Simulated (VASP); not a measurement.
# CoO (I4/mmm) in VASP: single point with PBE

Aim: the single point of CoO with PBE.

Program: VASP 6.6.1. These are calculated values, not measurements. Logs are shortened: lines on timing, memory, paths and dates and some standing lists are left out, and cuts for length are marked.

### 1 The cell of the first run

The structure is tetragonal, space group I4/mmm (No. 139). Conventional cell: a = 3.253 Å, b = 3.253 Å, c = 3.984 Å, α = 90.00°, β = 90.00°, γ = 90.00°. Within 2.6 Å of Co (site symmetry 4/mmm) lie 6 O at 1.99 to 2.30 Å. O (site symmetry 4/mmm) has 6 Co at 1.99 to 2.30 Å within 2.6 Å.

### 2 Single point, PBE, collinear spin, ferromagnetic start (10.54 Å³/atom)

The input, INCAR:

```
SYSTEM = CoO
ALGO = Normal ; EDIFF = 1E-6
ENCUT = 520 ; GGA = PE
ISIF = 2 ; ISMEAR = 0
ISPIN = 2 ; LASPH = .TRUE.
LCHARG = .FALSE. ; LMAXMIX = 4
LORBIT = 11 ; LREAL = .FALSE.
LWAVE = .FALSE. ; MAGMOM = 2.73 0.35
NBANDS = 18 ; NELM = 150
PREC = Accurate ; SIGMA = 0.1
```

The input, KPOINTS:

```
k-points
0
G
  20 20 20
  0 0 0
```

The input, POSCAR:

```
CoO
1.0
   -1.6266227870      1.6266227870      1.9922196499
    1.6266227870     -1.6266227870      1.9922196499
    1.6266227870      1.6266227870     -1.9922196499
Co O
1 1
Direct
    0.0000000000      0.0000000000      0.0000000000
    0.5000000000      0.5000000000      0.0000000000
```

Potentials or basis: VASP PAW PBE potentials, release 64 (Co, O).

Run with:

```console
$ cat potpaw_PBE.64/Co/POTCAR potpaw_PBE.64/O/POTCAR > POTCAR
$ mpirun -np 1 vasp_std > vasp.out
```

OUTCAR:

```text
SYSTEM = CoO
   EDIFF = 1E-6
   ENCUT = 520
   GGA = PE
   ISIF = 2
   ISMEAR = 0
   ISPIN = 2
   LASPH = .TRUE.
   LORBIT = 11
   LREAL = .FALSE.
   NELM = 150
   PREC = Accurate

 ion  position               nearest neighbor table
   1  0.000  0.000  0.000-   2 1.99   2 1.99   2 2.30   2 2.30   2 2.30   2 2.30
   2  0.500  0.500  0.000-   1 1.99   1 1.99   1 2.30   1 2.30   1 2.30   1 2.30

  LATTYP: Found a body centered tetragonal cell.
 ALAT       =     3.2532455740
 C/A-ratio  =     1.2247582327

  Lattice vectors:

 A1 = (  -1.6266227870,   1.6266227870,   1.9922196499)
 A2 = (   1.6266227870,  -1.6266227870,   1.9922196499)
 A3 = (   1.6266227870,   1.6266227870,  -1.9922196499)

Analysis of symmetry for initial positions (statically):
=====================================================================
 Subroutine PRICEL returns:
 Original cell was already a primitive cell.

 Routine SETGRP: Setting up the symmetry group for a
 body centered tetragonal supercell.

 Subroutine GETGRP returns: Found 16 space group operations
 (whereof 16 operations were pure point group operations)
 out of a pool of 16 trial point group operations.

The static configuration has the point symmetry D_4h.

Analysis of symmetry for dynamics (positions and initial velocities):
=====================================================================
 Subroutine PRICEL returns:
 Original cell was already a primitive cell.

 Routine SETGRP: Setting up the symmetry group for a
 body centered tetragonal supercell.

 Subroutine GETGRP returns: Found 16 space group operations
 (whereof 16 operations were pure point group operations)
 out of a pool of 16 trial point group operations.

The dynamic configuration has the point symmetry D_4h.

Analysis of structural, dynamic, and magnetic symmetry:
=====================================================================
 Subroutine PRICEL returns:
 Original cell was already a primitive cell.

 Routine SETGRP: Setting up the symmetry group for a
 body centered tetragonal supercell.

 Subroutine GETGRP returns: Found 16 space group operations
 (whereof 16 operations were pure point group operations)
 out of a pool of 16 trial point group operations.

The overall configuration has the point symmetry D_4h.

 Subroutine INISYM returns: Found 16 space group operations
 (whereof 16 operations are pure point group operations),
 and found     1 'primitive' translations

----------------------------------------------------------------------------------------

                                     Primitive cell

  volume of cell :      21.0849

  direct lattice vectors                    reciprocal lattice vectors
    -1.626622787  1.626622787  1.992219650     0.000000000  0.307385341  0.250976342
     1.626622787 -1.626622787  1.992219650     0.307385341  0.000000000  0.250976342
     1.626622787  1.626622787 -1.992219650     0.307385341  0.307385341  0.000000000

  length of vectors
     3.043146811  3.043146811  3.043146811     0.396831037  0.396831037  0.434708518

  position of ions in fractional coordinates (direct lattice)
     0.000000000  0.000000000  0.000000000
     0.500000000  0.500000000  0.000000000

  ion indices of the primitive-cell ions
   primitive index   ion index
                 1           1
                 2           2

----------------------------------------------------------------------------------------

 KPOINTS: k-points

Automatic generation of k-mesh.
 Grid dimensions read from file:
 generate k-points for:   20   20   20

 Generating k-lattice:

  Cartesian coordinates                     Fractional coordinates (reciprocal lattice)
     0.000000000  0.015369267  0.012548817     0.050000000 -0.000000000  0.000000000
     0.015369267  0.000000000  0.012548817    -0.000000000  0.050000000  0.000000000
     0.015369267  0.015369267  0.000000000     0.000000000  0.000000000  0.050000000

  Length of vectors
     0.019841552  0.019841552  0.021735426

  Shift w.r.t. Gamma in fractional coordinates (k-lattice)
     0.000000000  0.000000000  0.000000000

 Subroutine IBZKPT returns following result:
 ===========================================

 Found    641 irreducible k-points:

 Following reciprocal coordinates:
            Coordinates               Weight
  0.000000  0.000000  0.000000      1.000000
  0.050000  0.000000  0.000000      8.000000
  0.100000 -0.000000  0.000000      8.000000
  0.150000  0.000000  0.000000      8.000000
  0.200000 -0.000000  0.000000      8.000000
  0.250000  0.000000  0.000000      8.000000
[... 16 lines left out ...]
 -0.400000  0.050000 -0.000000     16.000000
 -0.350000  0.050000  0.000000     16.000000
 [... further k-points ...]
   k-points           NKPTS =    641   k-points in BZ     NKDIM =    641   number of bands    NBANDS=     18
   number of dos      NEDOS =    301   number of ions     NIONS =      2
   total plane-waves  NPLWV =  13824
   dimension x,y,z NGX =    24 NGY =   24 NGZ =   24
   dimension x,y,z NGXF=    48 NGYF=   48 NGZF=   48
   ions per type =               1   1
   NGX,Y,Z   is equivalent  to a cutoff of  13.11, 13.11, 13.11 a.u.
   NGXF,Y,Z  is equivalent  to a cutoff of  26.22, 26.22, 26.22 a.u.
 SYSTEM =  CoO
   PREC   = accura    normal or accurate (medium, high low for compatibility)
   ISTART =      0    job   : 0-new  1-cont  2-samecut
   ICHARG =      2    charge: 1-file 2-atom 10-const
   ISPIN  =      2    spin polarized calculation?
   LNONCOLLINEAR =      F non collinear calculations
   LSORBIT =      F    spin-orbit coupling
   LASPH  =      T    aspherical Exc in radial PAW
   ENCUT  =  520.0 eV  38.22 Ry    6.18 a.u.   5.66  5.66  5.66*2*pi/ulx,y,z
   NELM   =    150;   NELMIN=  2; NELMDL= -5     # of ELM steps
   EDIFF  = 0.1E-05   stopping-criterion for ELM
   LREAL  =      F    real-space projection
   EDIFFG = 0.1E-04   stopping-criterion for IOM
   NSW    =      0    number of steps for IOM
   IBRION =     -1    ionic relax: 0-MD 1-quasi-New 2-CG
   NFREE  =      0    steps in history (QN), initial steepest desc. (CG)
   ISIF   =      2    stress and relaxation
   ISYM   =      2    0-nonsym 1-usesym 2-fastsym
   POTIM  = 0.5000    time-step for ionic-motion
   TEBEG  =    0.0;   TEEND  =   0.0 temperature during run
   PSTRESS=    0.0 pullay stress
   NELECT =      15.0000    total number of electrons
   NUPDOWN=      -1.0000    fix difference up-down
   EMIN   =  10.00;   EMAX   =-10.00  energy-range for DOS
   EFERMI =   0.00;   METHOD = LEGACY
   ISMEAR =     0;   SIGMA  =   0.10  broadening in eV -4-tet -1-fermi 0-gaus
   EFERMI_NEDOS =   21; number of points for ismear=-14 and -15
   IALGO  =     38    algorithm
   IMIX   =      4    mixing-type and parameters
     AMIX     =   0.40;   BMIX     =  1.00
     AMIX_MAG =   1.60;   BMIX_MAG =  1.00
  volume/ion in A,a.u.               =      10.54        71.14
  Fermi-wavevector in a.u.,A,eV,Ry     =   1.461442  2.761725 29.059500  2.135813
  Thomas-Fermi vector in A             =   2.577773
   LORBIT       =     11    0 simple, 1 ext, 2 COOP (PROOUT), +10 PAW based schemes
   GGA     = PE    functional components
   LHFCALC =     F    Hartree Fock is set to
   AEXX    =    0.0000 exact exchange contribution
   IVDW    =     0    specifies the selected vdW correction
   LEPSILON=     F    determine dielectric tensor
   LRPA    =     F    only Hartree local field effects (RPA)
 spin polarized calculation
 Gauss-broadening in eV      SIGMA  =   0.10
  energy-cutoff  :      520.00
  volume of cell :       21.08
 maximum number of plane-waves:       580
   NGX = 11   NGY = 11   NGZ = 11

 number of electron      14.9999993 magnetization       2.9571800

 Free energy of the ion-electron system (eV)
  ---------------------------------------------------
  ext. energy  EPLUGINS =         0.00000000
  ---------------------------------------------------
  free energy    TOTEN  =       -12.98891787 eV

  energy without entropy =      -12.97678869  energy(sigma->0) =      -12.98285328

 E-fermi :   6.8398     XC(G=0): -11.8855

 val. band max:        6.8396273566   @ k =  -0.4000   0.1500   0.1000
 cond. band min:       6.8398134270   @ k =  -0.4000  -0.4000   0.2500
 fundamental gap:      0.0001860704
 Fermi energy:         6.8397509348

 spin component 1

 k-point     1 :       0.0000    0.0000    0.0000
  band No.  band energies     occupation
      1     -12.9040      1.00000
      2       3.3796      1.00000
      3       3.4661      1.00000
      4       3.4661      1.00000
      5       3.4760      1.00000
      6       3.5128      1.00000
[... 10 lines left out ...]
     17      28.1010      0.00000
     18      30.2988      0.00000

 k-point     2 :       0.0500    0.0000    0.0000
  band No.  band energies     occupation
      1     -12.8817      1.00000
      2       3.0345      1.00000
      3       3.2541      1.00000
      4       3.2730      1.00000
      5       3.4996      1.00000
      6       3.7095      1.00000
[... 10 lines left out ...]
     17      28.5390      0.00000
     18      30.1228      0.00000

 k-point     3 :       0.1000   -0.0000    0.0000
  band No.  band energies     occupation
      1     -12.8155      1.00000
      2       2.6069      1.00000
      3       2.7982      1.00000
      4       2.9234      1.00000
      5       3.5504      1.00000
      6       3.8323      1.00000
[... 412 lines left out ...]
 k-point    23 :      -0.4000    0.0500   -0.0000
  band No.  band energies     occupation
      1     -12.0166      1.00000
      2      -0.3448      1.00000
      3       1.0555      1.00000
      4       1.4374      1.00000
      5       4.1352      1.00000
      6       4.4409      1.00000
[... 10 lines left out ...]
     17      30.7714      0.00000
     18      34.7009      0.00000

 k-point    24 :      -0.3500    0.0500    0.0000
  band No.  band energies     occupation
      1     -12.1575      1.00000
      2       0.0684      1.00000
      3       1.2288      1.00000
      4       1.6106      1.00000
      5       4.0244      1.00000
      6       4.3360      1.00000
[... 10 lines left out ...]
     17      31.4784      0.00000
     18      34.5432      0.00000

 [... further k-points ...]

 spin component 2

 k-point     1 :       0.0000    0.0000    0.0000
  band No.  band energies     occupation
      1     -12.3593      1.00000
      2       3.9411      1.00000
      3       4.6219      1.00000
      4       4.6219      1.00000
      5       5.7335      1.00000
      6       5.7338      1.00000
[... 10 lines left out ...]
     17      29.0068      0.00000
     18      31.3090      0.00000

 k-point     2 :       0.0500    0.0000    0.0000
  band No.  band energies     occupation
      1     -12.3363      1.00000
      2       3.8127      1.00000
      3       4.3980      1.00000
      4       4.5167      1.00000
      5       5.7939      1.00000
      6       5.7983      1.00000
[... 10 lines left out ...]
     17      29.4482      0.00000
     18      31.0998      0.00000

 k-point     3 :       0.1000   -0.0000    0.0000
  band No.  band energies     occupation
      1     -12.2680      1.00000
      2       3.4233      1.00000
      3       3.9903      1.00000
      4       4.2679      1.00000
      5       5.9009      1.00000
      6       5.9394      1.00000
[... 412 lines left out ...]
 k-point    23 :      -0.4000    0.0500   -0.0000
  band No.  band energies     occupation
      1     -11.4393      1.00000
      2       0.2690      1.00000
      3       2.4232      1.00000
      4       2.8286      1.00000
      5       6.3800      1.00000
      6       6.7523      0.89188
[... 10 lines left out ...]
     17      31.2280      0.00000
     18      35.2507      0.00000

 k-point    24 :      -0.3500    0.0500    0.0000
  band No.  band energies     occupation
      1     -11.5856      1.00000
      2       0.6951      1.00000
      3       2.5944      1.00000
      4       3.0054      1.00000
      5       6.3333      1.00000
      6       6.5801      0.99988
[... 10 lines left out ...]
     17      31.9302      0.00000
     18      35.2899      0.00000

 [... further k-points ...]

------------------------ aborting loop because EDIFF is reached ----------------------------------------

  FORCE on cell =-STRESS in cart. coord.  units (eV):
  Direction    XX          YY          ZZ          XY          YZ          ZX
  --------------------------------------------------------------------------------------
  -------------------------------------------------------------------------------------
  Total       -1.2422116     -1.2422116     -1.2269302      0.0000000      0.0000000      0.0000000
  in kB      -94.3920134    -94.3920134    -93.2308231      0.0000000      0.0000000      0.0000000
  external PRESSURE =     -94.0049499 kB  Pullay stress =       0.0000000 kB

 VOLUME and BASIS-vectors are now :
 -----------------------------------------------------------------------------
  energy-cutoff  :      520.00
  volume of cell :       21.08
      direct lattice vectors                 reciprocal lattice vectors
    -1.626622787  1.626622787  1.992219650     0.000000000  0.307385341  0.250976342
     1.626622787 -1.626622787  1.992219650     0.307385341  0.000000000  0.250976342
     1.626622787  1.626622787 -1.992219650     0.307385341  0.307385341  0.000000000

 POSITION                                       TOTAL-FORCE (eV/Angst)
 -----------------------------------------------------------------------------------
      0.00000      0.00000      0.00000         0.000000      0.000000      0.000000
      0.00000      0.00000      1.99222        -0.000000     -0.000000      0.000000
 -----------------------------------------------------------------------------------
    total drift:                               -0.000000      0.000000     -0.000000

  FREE ENERGIE OF THE ION-ELECTRON SYSTEM (eV)
  ---------------------------------------------------
  free  energy   TOTEN  =       -12.9889178652 eV

  energy  without entropy=      -12.9767886892  energy(sigma->0) =      -12.98285328

 total charge

# of ion       s       p       d       tot
------------------------------------------
    1        0.293   0.330   7.115   7.738
    2        1.558   3.397   0.000   4.955
--------------------------------------------------
tot          1.851   3.727   7.115  12.692

 magnetization (x)

# of ion       s       p       d       tot
------------------------------------------
    1        0.027   0.015   2.532   2.573
    2        0.024   0.297   0.000   0.321
--------------------------------------------------
tot          0.051   0.311   2.532   2.894
```

Wall time 10 min (1 thread of Intel Xeon 8259CL, shared host); peak memory 0.46 GiB.

What came out:

```yaml
Free_energy: -12.9889 eV
Pressure: -9.4 GPa
Net_moment: 2.96 μB per cell
Site_moments: Co +2.57; O +0.32 μB
Valence_electrons_inside_the_program's_atomic_spheres: Co 7.74; O 4.96
```

Caveat: the cell stands under tension; a cell with one magnetic atom can't hold antiferromagnetic order, which such compounds often take; semilocal functionals often make such compounds metallic where correlation or magnetic order opens a gap, which also shifts bond lengths. With open d or f shells a metallic result of PBE can be an artefact of self-interaction; +U or a hybrid may open a gap.
